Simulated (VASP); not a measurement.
# Cd (Im-3m) in VASP: single point with PBEsol

Aim: the single point of Cd with PBEsol.

Program: VASP 6.6.1. These are calculated values, not measurements. Logs are shortened: lines on timing, memory, paths and dates and some standing lists are left out, and cuts for length are marked.

### 1 The cell of the first run

It takes space group Im-3m (No. 229, cubic). Conventional cell: a = 3.569 Å, b = 3.569 Å, c = 3.569 Å, α = 90.00°, β = 90.00°, γ = 90.00°. Within 4.1 Å of Cd (site symmetry m-3m) lie 14 Cd at 3.09 to 3.57 Å.

### 2 Single point, PBEsol

The input, INCAR:

```
SYSTEM = Cd
PREC     = Accurate       ! precision mode
ENCUT    = 520            ! plane-wave cutoff, eV
EDIFF    = 1E-6           ! SCF threshold, eV
ISMEAR   = -1             ! smearing method
SIGMA    = 0.1            ! smearing width, eV
LREAL    = .False.        ! projectors in reciprocal space
LASPH    = .True.         ! aspherical terms in the spheres
NELM     = 60             ! most SCF steps
ALGO     = Normal         ! electronic algorithm
ISIF     = 2              ! what is computed and relaxed
LWAVE    = .False.        ! write WAVECAR
LCHARG   = .False.        ! write CHGCAR
GGA      = PS             ! functional
NBANDS   = 12             ! bands
```

The input, KPOINTS:

```
Automatic mesh
0
Gamma
  9 9 9
  0 0 0
```

The input, POSCAR:

```
Cd
1.0
   -1.7843220000      1.7843220000      1.7843220000
    1.7843220000     -1.7843220000      1.7843220000
    1.7843220000      1.7843220000     -1.7843220000
Cd
1
Direct
    0.0000000000      0.0000000000      0.0000000000
```

Potentials or basis: VASP PAW PBE potentials, release 64 (Cd).

Run with:

```bash
cat potpaw_PBE.64/Cd/POTCAR > POTCAR
mpirun -np 1 vasp_std > vasp.out
```

OUTCAR:

```text
SYSTEM = Cd
   PREC = Accurate
   ENCUT = 520
   EDIFF = 1E-6
   ISMEAR = -1
   LREAL = .False.
   LASPH = .True.
   NELM = 60
   ISIF = 2
   GGA = PS

 ion  position               nearest neighbor table
   1  0.000  0.000  0.000-

  LATTYP: Found a body centered cubic cell.
 ALAT       =     3.5686440000

  Lattice vectors:

 A1 = (  -1.7843220000,   1.7843220000,   1.7843220000)
 A2 = (   1.7843220000,  -1.7843220000,   1.7843220000)
 A3 = (   1.7843220000,   1.7843220000,  -1.7843220000)

Analysis of symmetry for initial positions (statically):
=====================================================================
 Subroutine PRICEL returns:
 Original cell was already a primitive cell.

 Routine SETGRP: Setting up the symmetry group for a
 body centered cubic supercell.

 Subroutine GETGRP returns: Found 48 space group operations
[... 9 lines left out ...]

 Routine SETGRP: Setting up the symmetry group for a
 body centered cubic supercell.

 Subroutine GETGRP returns: Found 48 space group operations
[... 11 lines left out ...]
                                     Primitive cell

  volume of cell :      22.7237

  direct lattice vectors                    reciprocal lattice vectors
    -1.784322000  1.784322000  1.784322000     0.000000000  0.280218481  0.280218481
     1.784322000 -1.784322000  1.784322000     0.280218481  0.000000000  0.280218481
     1.784322000  1.784322000 -1.784322000     0.280218481  0.280218481  0.000000000

  length of vectors
     3.090536361  3.090536361  3.090536361     0.396288776  0.396288776  0.396288776

  position of ions in fractional coordinates (direct lattice)
     0.000000000  0.000000000  0.000000000

  ion indices of the primitive-cell ions
   primitive index   ion index
                 1           1

----------------------------------------------------------------------------------------

 KPOINTS: Automatic mesh

Automatic generation of k-mesh.
 Grid dimensions read from file:
 generate k-points for:    9    9    9

 Generating k-lattice:

  Cartesian coordinates                     Fractional coordinates (reciprocal lattice)
     0.000000000  0.031135387  0.031135387     0.111111111  0.000000000  0.000000000
     0.031135387  0.000000000  0.031135387     0.000000000  0.111111111  0.000000000
     0.031135387  0.031135387  0.000000000     0.000000000  0.000000000  0.111111111
[... 53 lines left out ...]
   LSORBIT =      F    spin-orbit coupling
   LASPH  =      T    aspherical Exc in radial PAW
   ENCUT  =  520.0 eV  38.22 Ry    6.18 a.u.   5.75  5.75  5.75*2*pi/ulx,y,z
   NELM   =     60;   NELMIN=  2; NELMDL= -5     # of ELM steps
   EDIFF  = 0.1E-05   stopping-criterion for ELM
   LREAL  =      F    real-space projection
   EDIFFG = 0.1E-04   stopping-criterion for IOM
   NSW    =      0    number of steps for IOM
   IBRION =     -1    ionic relax: 0-MD 1-quasi-New 2-CG
   NFREE  =      0    steps in history (QN), initial steepest desc. (CG)
   ISIF   =      2    stress and relaxation
   ISYM   =      2    0-nonsym 1-usesym 2-fastsym
   POTIM  = 0.5000    time-step for ionic-motion
   TEBEG  =    0.0;   TEEND  =   0.0 temperature during run
   PSTRESS=    0.0 pullay stress
   NELECT =      12.0000    total number of electrons
   NUPDOWN=      -1.0000    fix difference up-down
   EMIN   =  10.00;   EMAX   =-10.00  energy-range for DOS
   EFERMI =   0.00;   METHOD = LEGACY
   ISMEAR =    -1;   SIGMA  =   0.10  broadening in eV -4-tet -1-fermi 0-gaus
   EFERMI_NEDOS =   21; number of points for ismear=-14 and -15
   IALGO  =     38    algorithm
   IMIX   =      4    mixing-type and parameters
     AMIX     =   0.40;   BMIX     =  1.00
     AMIX_MAG =   1.60;   BMIX_MAG =  1.00
  volume/ion in A,a.u.               =      22.72       153.35
  Fermi-wavevector in a.u.,A,eV,Ry     =   1.323250  2.500581 23.823686  1.750992
  Thomas-Fermi vector in A             =   2.452872
   LORBIT       =      0    0 simple, 1 ext, 2 COOP (PROOUT), +10 PAW based schemes
   GGA     = PS    functional components
   LHFCALC =     F    Hartree Fock is set to
   AEXX    =    0.0000 exact exchange contribution
   IVDW    =     0    specifies the selected vdW correction
   LEPSILON=     F    determine dielectric tensor
   LRPA    =     F    only Hartree local field effects (RPA)
 non-spin polarized calculation
  energy-cutoff  :      520.00
  volume of cell :       22.72
 maximum number of plane-waves:       627
   NGX = 11   NGY = 11   NGZ = 11

 number of electron      12.0000006 magnetization

 Free energy of the ion-electron system (eV)
  ---------------------------------------------------
  ext. energy  EPLUGINS =         0.00000000
  ---------------------------------------------------
  free energy    TOTEN  =        -1.11434758 eV

  energy without entropy =       -1.09990780  energy(sigma->0) =       -1.10712769

 E-fermi :   2.5012     XC(G=0): -10.9504

 val. band max:        2.4419064733   @ k =   0.3333   0.2222   0.1111
 cond. band min:       2.6055497849   @ k =   0.3333   0.2222   0.1111
 fundamental gap:      0.1636433116
 Fermi energy:         2.5011637944

 k-point     1 :       0.0000    0.0000    0.0000
  band No.  band energies     occupation
      1      -6.6615      2.00000
      2      -6.6615      2.00000
      3      -6.6615      2.00000
      4      -6.1482      2.00000
      5      -6.0542      2.00000
      6      -6.0542      2.00000
      7      17.7630      0.00000
      8      17.7630      0.00000
      9      17.7630      0.00000
     10      18.2472      0.00000
     11      18.2472      0.00000
     12      18.2472      0.00000
[... 331 lines left out ...]
 k-point    24 :      -0.4444   -0.4444    0.1111
  band No.  band energies     occupation
      1      -6.8693      2.00000
      2      -6.7108      2.00000
      3      -6.3735      2.00000
      4      -6.1359      2.00000
      5      -5.7313      2.00000
      6       1.6608      1.99955
      7       2.0156      1.98455
      8       7.5585      0.00000
      9      12.7688      0.00000
     10      16.5869      0.00000
     11      18.3516      0.00000
     12      19.5527      0.00000

 [... further k-points ...]
[... 5 lines left out ...]
  --------------------------------------------------------------------------------------
  -------------------------------------------------------------------------------------
  Total       -0.3164436     -0.3164436     -0.3164436     -0.0000000      0.0000000     -0.0000000
  in kB      -22.3114192    -22.3114192    -22.3114192     -0.0000000      0.0000000     -0.0000000
  external PRESSURE =     -22.3114192 kB  Pullay stress =       0.0000000 kB

 VOLUME and BASIS-vectors are now :
 -----------------------------------------------------------------------------
  energy-cutoff  :      520.00
  volume of cell :       22.72
      direct lattice vectors                 reciprocal lattice vectors
    -1.784322000  1.784322000  1.784322000     0.000000000  0.280218481  0.280218481
     1.784322000 -1.784322000  1.784322000     0.280218481  0.000000000  0.280218481
     1.784322000  1.784322000 -1.784322000     0.280218481  0.280218481  0.000000000

 POSITION                                       TOTAL-FORCE (eV/Angst)
 -----------------------------------------------------------------------------------
      0.00000      0.00000      0.00000        -0.000000      0.000000      0.000000
 -----------------------------------------------------------------------------------
    total drift:                                0.000000      0.000000      0.000000

  FREE ENERGIE OF THE ION-ELECTRON SYSTEM (eV)
  ---------------------------------------------------
  free  energy   TOTEN  =        -1.1143475817 eV

  energy  without entropy=       -1.0999077976  energy(sigma->0) =       -1.10712769
```

Wall time 7.4 s (1 thread of Intel Xeon 6975P-C, shared host); peak memory 0.14 GiB.

Results:

```yaml
Free_energy: -1.1143 eV
Pressure: -2.2 GPa
Band_gap_on_the_k_mesh: zero (band 6 reaches 4.38 eV, above the bottom of band 7 at 1.59 eV)
```

Caveat: the PAW data sets were made with another functional, which shifts forces and pressure a little.
